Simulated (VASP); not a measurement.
Crystal: K2S.

```
CELL_PARAMETERS angstrom
0.00000 3.70272 3.70272
3.70272 0.00000 3.70272
3.70272 3.70272 0.00000
ATOMIC_POSITIONS crystal
K 0.25000 0.25000 0.25000
K 0.75000 0.75000 0.75000
S 0.00000 0.00000 0.00000
```

Base run:

```yaml
Program: VASP 6.6.1
Functional: r2SCAN
Potentials_or_basis: VASP PAW PBE potentials, release 64 (K_sv, S)
Cutoff: 550 eV
k_mesh: 4 × 4 × 4
Occupations: gaussian, width 0.01 eV
Spin: no spin polarisation
```

Its results: band gap on the k mesh 2.76 eV, indirect (least direct gap 2.95 eV); pressure 0.0 GPa.

Task: After a change of settings the same cell gave: band gap on the k mesh 2.38 eV, indirect (least direct gap 2.57 eV); pressure 0.5 GPa. Which change was it?
A. functional from r2SCAN to LDA; potentials or basis from VASP PAW PBE potentials, release 64 (K_sv, S) to VASP PAW LDA potentials, release 64 (K_sv, S); cutoff from 550 eV to 500 eV
B. functional from r2SCAN to PBE; cutoff from 550 eV to 500 eV
C. functional from r2SCAN to HSE06; cutoff from 550 eV to 400 eV

Result: B.

r2SCAN gives the wider gap, since meta-GGAs in the generalised Kohn-Sham scheme recover part of the derivative discontinuity.

Caveats: the PAW data sets were made with another functional, which shifts forces and pressure a little (some runs).
